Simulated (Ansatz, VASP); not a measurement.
One calculation of MgO, two programs

File INCAR:

```
ALGO     = Normal         # electronic algorithm
EDIFF    = 1E-7           # SCF threshold, eV
ENCUT    = 520            # plane-wave cutoff, eV
GGA      = PE             # functional
ISIF     = 2              # what is computed and relaxed
ISMEAR   = 0              # smearing method
LASPH    = True           # aspherical terms in the spheres
LCHARG   = False          # write CHGCAR
LREAL    = False          # projectors in reciprocal space
LWAVE    = False          # write WAVECAR
NBANDS   = 11             # bands
NELM     = 60             # most SCF steps
PREC     = Accurate       # precision mode
SIGMA    = 0.05           # smearing width, eV
```

KPOINTS

```
k-points
0
Gamma
  12 12 8
```

POSCAR

```
MgO
1.0
    2.8936586088      0.0000000000      0.0000000000
   -1.4468293044      2.5823061858      0.0000000000
    0.0000000000      0.0000000000      2.6797873418
Mg O
1 1
Direct
    0.0000000000      0.0000000000      0.0000000000
    0.3333333333      0.6666666667      0.5000000000
```

Input for Ansatz:

```yaml
crystal:
  lattice:
    - [2.8936586088, 0.0, 0.0]
    - [-1.4468293044, 2.5823061858, 0.0]
    - [0.0, 0.0, 2.6797873418]
  atoms:
    - { symbol: Mg, position: [0.0, 0.0, 0.0] }
    - { symbol: O, position: [0.3333333333, 0.6666666667, 0.5] }
basis:
  ecutwfc: 420
kpoints:
  mp_grid: { grid: [12, 12, 8] }
hamiltonian:
  xc: pbe
scf:
  occupations: { method: gaussian, width: 0.05 }
output:
  forces: true
  stress: true
  eigenvalues: true
```

Change from the starting cell: strain -0.0150 x Voigt [1, -1, 0, 0, 0, 0], atoms carried along.

Alike in both runs: task single point; functional PBE; k mesh 12 × 12 × 8; occupations gaussian, width 0.05 eV; no spin polarisation.

```csv
,VASP,Ansatz
version,VASP 6.6.1,Ansatz 0.2.0
potentials or method,"VASP PAW PBE potentials, release 64 (Mg, O), cutoff 520 eV","scalar-relativistic, plane waves, PAW"
valence electrons in the cell,8,16
```

Ansatz gave:

```
gap on the k mesh at the Fermi level (eV)                     : 3.01
least direct gap on the mesh (eV)                             : 3.42
pressure (GPa)                                                : 0.1
traceless stress, the component that is largest in VASP (GPa) : 3.68
rms of the force components (eV/Å)                            : 0.003
```

**Question.** Estimate VASP's values.

**Answer.** gap on the k mesh at the Fermi level (eV): 2.99; least direct gap on the mesh (eV): 3.40; pressure (GPa): -0.6; traceless stress, the component that is largest in VASP (GPa): 3.76; rms of the force components (eV/Å): 0.003.

Atom by atom the forces differ by 0.000 eV/Å (rms over components). With one functional, cell and mesh, what is left measures potentials, basis and numerics. VASP's potentials hold 8 valence electrons a cell and Ansatz's 16, so a difference there can come from the potentials and not from the codes.
